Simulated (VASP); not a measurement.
Cu, 4 atoms in the cell. Symmetry: P6_3/mmc, No. 194, hexagonal system. The conventional cell has a = 2.520 Å, b = 2.520 Å, c = 8.235 Å, α = 90.00°, β = 90.00°, γ = 120.00°. Cu (site symmetry -3m) has 12 Cu at 2.52 Å within 3.3 Å. Within 3.3 Å of Cu (site symmetry -6m2) lie 12 Cu at 2.52 Å. 

| Quantity | Value |
| --- | --- |
| Program | VASP 6.6.1 |
| Task | single point |
| Functional | PBEsol |
| Potentials or basis | VASP PAW PBE potentials, release 64 (Cu) |
| Cutoff | 520 eV |
| k mesh | 18 × 18 × 4 |
| Occupations | gaussian, width 0.15 eV |
| Spin | no spin polarisation |
| Dipole correction | no |
| Further INCAR settings | ALGO = Fast; EDIFF = 1e-07; NBANDS = 30 |

Potentials or basis: VASP PAW PBE potentials, release 64 (Cu).

Run with:

```sh
$ cat potpaw_PBE.64/Cu/POTCAR > POTCAR
$ mpirun -np 1 vasp_std > vasp.out
```

Hardware: 1 thread of Intel Xeon 6975P-C, on a shared host.

**Question.** Estimate the wall time of this run.

**Answer.** It took 4.9 min on 1 thread of Intel Xeon 6975P-C, with other jobs on the host, peak memory 0.24 GiB. Counts: scf iterations 17, k points 111.
